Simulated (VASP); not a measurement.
# Fe in VASP: further runs

The runs below take Fe through single point, with PBE.

Everything below comes from runs of VASP 6.6.1. Logs are shortened: lines on timing, memory, paths and dates and some standing lists are left out, and cuts for length are marked.

**1. The cell of the first run**

The cell holds a wire with vacuum, 1 atom: a = 9.000 Å, b = 9.300 Å, c = 2.265 Å, α = 90.00°, β = 90.00°, γ = 90.00°.

**2. Single point, PBE, collinear spin, ferromagnetic start**

The input, INCAR:

```
SYSTEM = Fe
ALGO = Normal
EDIFF = 1E-6
ENCUT = 520
GGA = PE
GGA_COMPAT = .False.
ISIF = 2
ISMEAR = 0
ISPIN = 2
LASPH = .True.
LCHARG = .False.
LMAXMIX = 4
LORBIT = 11
LREAL = .False.
LWAVE = .False.
MAGMOM = 2.44
NBANDS = 14
NELM = 200
PREC = Accurate
SIGMA = 0.05
```

The input, KPOINTS:

```
k-points
0
Gamma
  1 1 29
  0 0 0
```

The input, POSCAR:

```
Fe
1.0
    9.0000000000      0.0000000000      0.0000000000
    0.0000000000      9.3000000000      0.0000000000
    0.0000000000      0.0000000000      2.2648378957
Fe
1
Direct
    0.5000000000      0.5000000000      0.0000000000
```

Potentials or basis: VASP PAW PBE potentials, release 64 (Fe).

Started as:

```
> cat potpaw_PBE.64/Fe/POTCAR > POTCAR
> mpirun -np 1 vasp_std > vasp.out
```

OUTCAR:

```text
SYSTEM = Fe
   EDIFF = 1E-6
   ENCUT = 520
   GGA = PE
   ISIF = 2
   ISMEAR = 0
   ISPIN = 2
   LASPH = .True.
   LORBIT = 11
   LREAL = .False.
   NELM = 200
   PREC = Accurate

 ion  position               nearest neighbor table
   1  0.500  0.500  0.000-

  LATTYP: Found a simple orthorhombic cell.
 ALAT       =     2.2648378957
 B/A-ratio  =     3.9737943352
 C/A-ratio  =     4.1062541463

  Lattice vectors:

 A1 = (   0.0000000000,   0.0000000000,   2.2648378957)
 A2 = (   9.0000000000,   0.0000000000,   0.0000000000)
 A3 = (   0.0000000000,   9.3000000000,   0.0000000000)

Analysis of symmetry for initial positions (statically):
=====================================================================
 Subroutine PRICEL returns:
 Original cell was already a primitive cell.

 Routine SETGRP: Setting up the symmetry group for a
 simple orthorhombic supercell.

 Subroutine GETGRP returns: Found  8 space group operations
 (whereof  8 operations were pure point group operations)
 out of a pool of  8 trial point group operations.

The static configuration has the point symmetry D_2h.

Analysis of symmetry for dynamics (positions and initial velocities):
=====================================================================
 Subroutine PRICEL returns:
 Original cell was already a primitive cell.

 Routine SETGRP: Setting up the symmetry group for a
 simple orthorhombic supercell.

 Subroutine GETGRP returns: Found  8 space group operations
 (whereof  8 operations were pure point group operations)
 out of a pool of  8 trial point group operations.

The dynamic configuration has the point symmetry D_2h.

Analysis of structural, dynamic, and magnetic symmetry:
=====================================================================
 Subroutine PRICEL returns:
 Original cell was already a primitive cell.

 Routine SETGRP: Setting up the symmetry group for a
 simple orthorhombic supercell.

 Subroutine GETGRP returns: Found  8 space group operations
 (whereof  8 operations were pure point group operations)
 out of a pool of  8 trial point group operations.

The overall configuration has the point symmetry D_2h.

 Subroutine INISYM returns: Found  8 space group operations
 (whereof  8 operations are pure point group operations),
 and found     1 'primitive' translations

----------------------------------------------------------------------------------------

                                     Primitive cell

  volume of cell :     189.5669

  direct lattice vectors                    reciprocal lattice vectors
     9.000000000  0.000000000  0.000000000     0.111111111  0.000000000  0.000000000
     0.000000000  9.300000000  0.000000000     0.000000000  0.107526882  0.000000000
     0.000000000  0.000000000  2.264837896     0.000000000  0.000000000  0.441532704

  length of vectors
     9.000000000  9.300000000  2.264837896     0.111111111  0.107526882  0.441532704

  position of ions in fractional coordinates (direct lattice)
     0.500000000  0.500000000  0.000000000

  ion indices of the primitive-cell ions
   primitive index   ion index
                 1           1

----------------------------------------------------------------------------------------

 KPOINTS: k-points

Automatic generation of k-mesh.
 Grid dimensions read from file:
 generate k-points for:    1    1   29

 Generating k-lattice:

  Cartesian coordinates                     Fractional coordinates (reciprocal lattice)
     0.111111111  0.000000000  0.000000000     1.000000000  0.000000000  0.000000000
     0.000000000  0.107526882  0.000000000     0.000000000  1.000000000  0.000000000
     0.000000000  0.000000000  0.015225266     0.000000000  0.000000000  0.034482759

  Length of vectors
     0.111111111  0.107526882  0.015225266

  Shift w.r.t. Gamma in fractional coordinates (k-lattice)
     0.000000000  0.000000000  0.000000000

 Subroutine IBZKPT returns following result:
 ===========================================

 Found     15 irreducible k-points:

 Following reciprocal coordinates:
            Coordinates               Weight
  0.000000  0.000000  0.000000      1.000000
  0.000000  0.000000  0.034483      2.000000
  0.000000  0.000000  0.068966      2.000000
  0.000000  0.000000  0.103448      2.000000
  0.000000  0.000000  0.137931      2.000000
  0.000000  0.000000  0.172414      2.000000
  0.000000  0.000000  0.206897      2.000000
  0.000000  0.000000  0.241379      2.000000
  0.000000  0.000000  0.275862      2.000000
  0.000000  0.000000  0.310345      2.000000
  0.000000  0.000000  0.344828      2.000000
  0.000000  0.000000  0.379310      2.000000
  0.000000  0.000000  0.413793      2.000000
  0.000000  0.000000  0.448276      2.000000
  0.000000  0.000000  0.482759      2.000000
   k-points           NKPTS =     15   k-points in BZ     NKDIM =     15   number of bands    NBANDS=     14
   number of dos      NEDOS =    301   number of ions     NIONS =      1
   total plane-waves  NPLWV =  88200
   dimension x,y,z NGX =    70 NGY =   70 NGZ =   18
   dimension x,y,z NGXF=   140 NGYF=  140 NGZF=   36
   ions per type =               1
   NGX,Y,Z   is equivalent  to a cutoff of  12.93, 12.51, 13.21 a.u.
   NGXF,Y,Z  is equivalent  to a cutoff of  25.86, 25.03, 26.43 a.u.
 SYSTEM =  Fe
   PREC   = accura    normal or accurate (medium, high low for compatibility)
   ISTART =      0    job   : 0-new  1-cont  2-samecut
   ICHARG =      2    charge: 1-file 2-atom 10-const
   ISPIN  =      2    spin polarized calculation?
   LNONCOLLINEAR =      F non collinear calculations
   LSORBIT =      F    spin-orbit coupling
   LASPH  =      T    aspherical Exc in radial PAW
   ENCUT  =  520.0 eV  38.22 Ry    6.18 a.u.  16.73 17.29  4.21*2*pi/ulx,y,z
   NELM   =    200;   NELMIN=  2; NELMDL= -5     # of ELM steps
   EDIFF  = 0.1E-05   stopping-criterion for ELM
   LREAL  =      F    real-space projection
   EDIFFG = 0.1E-04   stopping-criterion for IOM
   NSW    =      0    number of steps for IOM
   IBRION =     -1    ionic relax: 0-MD 1-quasi-New 2-CG
   NFREE  =      0    steps in history (QN), initial steepest desc. (CG)
   ISIF   =      2    stress and relaxation
   ISYM   =      2    0-nonsym 1-usesym 2-fastsym
   POTIM  = 0.5000    time-step for ionic-motion
   TEBEG  =    0.0;   TEEND  =   0.0 temperature during run
   PSTRESS=    0.0 pullay stress
   NELECT =       8.0000    total number of electrons
   NUPDOWN=      -1.0000    fix difference up-down
   EMIN   =  10.00;   EMAX   =-10.00  energy-range for DOS
   EFERMI =   0.00;   METHOD = LEGACY
   ISMEAR =     0;   SIGMA  =   0.05  broadening in eV -4-tet -1-fermi 0-gaus
   EFERMI_NEDOS =   21; number of points for ismear=-14 and -15
   IALGO  =     38    algorithm
   IMIX   =      4    mixing-type and parameters
     AMIX     =   0.40;   BMIX     =  1.00
     AMIX_MAG =   1.60;   BMIX_MAG =  1.00
  volume/ion in A,a.u.               =     189.57      1279.26
  Fermi-wavevector in a.u.,A,eV,Ry     =   0.569968  1.077084  4.420040  0.324864
  Thomas-Fermi vector in A             =   1.609827
   LORBIT       =     11    0 simple, 1 ext, 2 COOP (PROOUT), +10 PAW based schemes
   GGA     = PE    functional components
   LHFCALC =     F    Hartree Fock is set to
   AEXX    =    0.0000 exact exchange contribution
   IVDW    =     0    specifies the selected vdW correction
   LEPSILON=     F    determine dielectric tensor
   LRPA    =     F    only Hartree local field effects (RPA)
 spin polarized calculation
 Gauss-broadening in eV      SIGMA  =   0.05
  energy-cutoff  :      520.00
  volume of cell :      189.57
 maximum number of plane-waves:      5124
 NGX is ok and might be reduce to    70
   NGX = 33   NGY = 35   NGZ =  9

 number of electron       8.0000003 magnetization       3.3103399

 Free energy of the ion-electron system (eV)
  ---------------------------------------------------
  ext. energy  EPLUGINS =         0.00000000
  ---------------------------------------------------
  free energy    TOTEN  =        -5.03587585 eV

  energy without entropy =       -5.03400695  energy(sigma->0) =       -5.03494140

 E-fermi :  -3.3547     XC(G=0):  -2.3613

 val. band max:       -3.3662895922   @ k =   0.0000   0.0000   0.1379
 cond. band min:      -3.2947322813   @ k =   0.0000   0.0000   0.1724
 fundamental gap:      0.0715573110
 Fermi energy:        -3.3547360491

 spin component 1

 k-point     1 :       0.0000    0.0000    0.0000
  band No.  band energies     occupation
      1      -8.0490      1.00000
      2      -6.6029      1.00000
      3      -6.3397      1.00000
      4      -5.8954      1.00000
      5      -4.3274      1.00000
      6      -4.3272      1.00000
      7      -2.0610      0.00000
      8      -2.0486      0.00000
      9       0.1525      0.00000
     10       1.0656      0.00000
     11       2.1995      0.00000
     12       2.2552      0.00000
     13       2.3539      0.00000
     14       2.7636      0.00000

 k-point     2 :       0.0000    0.0000    0.0345
  band No.  band energies     occupation
      1      -8.0005      1.00000
      2      -6.5967      1.00000
      3      -6.3334      1.00000
      4      -5.8740      1.00000
      5      -4.3821      1.00000
      6      -4.3819      1.00000
      7      -1.9951      0.00000
      8      -1.9825      0.00000
      9       0.1865      0.00000
     10       1.0997      0.00000
     11       2.2327      0.00000
     12       2.2926      0.00000
     13       2.3909      0.00000
     14       2.7977      0.00000
[... 189 lines left out ...]
  band No.  band energies     occupation
      1      -6.7603      1.00000
      2      -6.7601      1.00000
      3      -6.0859      1.00000
      4      -5.8061      1.00000
      5      -4.4951      1.00000
      6      -0.5681      0.00000
      7       3.9283      0.00000
      8       4.2954      0.00000
      9       4.3117      0.00000
     10       6.0746      0.00000
     11       6.8629      0.00000
     12       7.5903      0.00000
     13       7.6434      0.00000
     14       7.8857      0.00000

 k-point    15 :       0.0000    0.0000    0.4828
  band No.  band energies     occupation
      1      -6.8010      1.00000
      2      -6.8008      1.00000
      3      -6.0734      1.00000
      4      -5.7932      1.00000
      5      -4.4403      1.00000
      6       0.0034      0.00000
      7       3.2930      0.00000
      8       4.9364      0.00000
      9       4.9490      0.00000
     10       6.9387      0.00000
     11       6.9590      0.00000
     12       6.9965      0.00000
     13       7.7934      0.00000
     14       8.0076      0.00000
 Fermi energy:        -3.3547360491

 spin component 2

 k-point     1 :       0.0000    0.0000    0.0000
  band No.  band energies     occupation
      1      -6.6487      1.00000
      2      -3.9699      1.00000
      3      -3.5069      0.99999
      4      -3.1189      0.00000
      5      -1.5657      0.00000
      6      -1.5486      0.00000
      7      -1.5038      0.00000
      8      -1.5035      0.00000
      9       0.2081      0.00000
     10       1.1170      0.00000
     11       2.2640      0.00000
     12       2.3486      0.00000
     13       2.4523      0.00000
     14       2.7738      0.00000

 k-point     2 :       0.0000    0.0000    0.0345
  band No.  band energies     occupation
      1      -6.5985      1.00000
      2      -3.9455      1.00000
      3      -3.4976      0.99997
      4      -3.1093      0.00000
      5      -1.8028      0.00000
      6      -1.7960      0.00000
      7      -1.2648      0.00000
      8      -1.2538      0.00000
      9       0.2415      0.00000
     10       1.1505      0.00000
     11       2.3035      0.00000
     12       2.3874      0.00000
     13       2.4845      0.00000
     14       2.8077      0.00000
[... 190 lines left out ...]
      1      -4.5064      1.00000
      2      -4.5061      1.00000
      3      -2.7242      0.00000
      4      -2.3116      0.00000
      5      -1.5912      0.00000
      6      -0.0104      0.00000
      7       5.0134      0.00000
      8       5.0409      0.00000
      9       5.1076      0.00000
     10       6.2557      0.00000
     11       6.8688      0.00000
     12       7.9763      0.00000
     13       8.0374      0.00000
     14       8.0418      0.00000

 k-point    15 :       0.0000    0.0000    0.4828
  band No.  band energies     occupation
      1      -4.5493      1.00000
      2      -4.5490      1.00000
      3      -2.7053      0.00000
      4      -2.2921      0.00000
      5      -1.5225      0.00000
      6       0.4244      0.00000
      7       4.7350      0.00000
      8       5.7636      0.00000
      9       5.7861      0.00000
     10       6.9701      0.00000
     11       7.2807      0.00000
     12       7.3260      0.00000
     13       7.7917      0.00000
     14       8.0777      0.00000

------------------------ aborting loop because EDIFF is reached ----------------------------------------

  FORCE on cell =-STRESS in cart. coord.  units (eV):
  Direction    XX          YY          ZZ          XY          YZ          ZX
  --------------------------------------------------------------------------------------
  -------------------------------------------------------------------------------------
  Total       -0.0290204     -0.0214561      0.0184701      0.0000000      0.0000000     -0.0000000
  in kB       -0.2452738     -0.1813420      0.1561053      0.0000000      0.0000000     -0.0000000
  external PRESSURE =      -0.0901702 kB  Pullay stress =       0.0000000 kB

 VOLUME and BASIS-vectors are now :
 -----------------------------------------------------------------------------
  energy-cutoff  :      520.00
  volume of cell :      189.57
      direct lattice vectors                 reciprocal lattice vectors
     9.000000000  0.000000000  0.000000000     0.111111111  0.000000000  0.000000000
     0.000000000  9.300000000  0.000000000     0.000000000  0.107526882  0.000000000
     0.000000000  0.000000000  2.264837896     0.000000000  0.000000000  0.441532704

 POSITION                                       TOTAL-FORCE (eV/Angst)
 -----------------------------------------------------------------------------------
      4.50000      4.65000      0.00000         0.000000      0.000000      0.000000
 -----------------------------------------------------------------------------------
    total drift:                                0.000000      0.000000      0.000000

  FREE ENERGIE OF THE ION-ELECTRON SYSTEM (eV)
  ---------------------------------------------------
  free  energy   TOTEN  =        -5.0358758479 eV

  energy  without entropy=       -5.0340069494  energy(sigma->0) =       -5.03494140

 total charge

# of ion       s       p       d       tot
------------------------------------------
    1        0.526   0.146   6.179   6.850

 magnetization (x)

# of ion       s       p       d       tot
------------------------------------------
    1        0.067   0.022   3.025   3.114
```

Run time: 82 s. Hardware: 1 thread of Intel Xeon Platinum 8488C (Sapphire Rapids), shared host; peak memory 0.36 GiB.

Results:

* Free energy: -5.0359 eV
* Net moment: 3.31 μB per cell
* Site moments: Fe +3.11 μB
* Valence electrons inside the program's atomic spheres: Fe 6.85

Levels at points of the mesh, in eV from the Fermi level:
Spin up:
| k point | band 4 | band 5 | band 6 | band 7 | band 8 | band 9 |
| --- | --- | --- | --- | --- | --- | --- |
| (0.00, 0.00, 0.00) | -2.54 | -0.97 | -0.97 | 1.29 | 1.31 | 3.51 |
Spin down:
```csv
k point,band 1,band 2,band 3,band 4,band 5
"(0.00, 0.00, 0.00)",-3.29,-0.62,-0.15,0.24,1.79
```

[end of part 1 of 2]
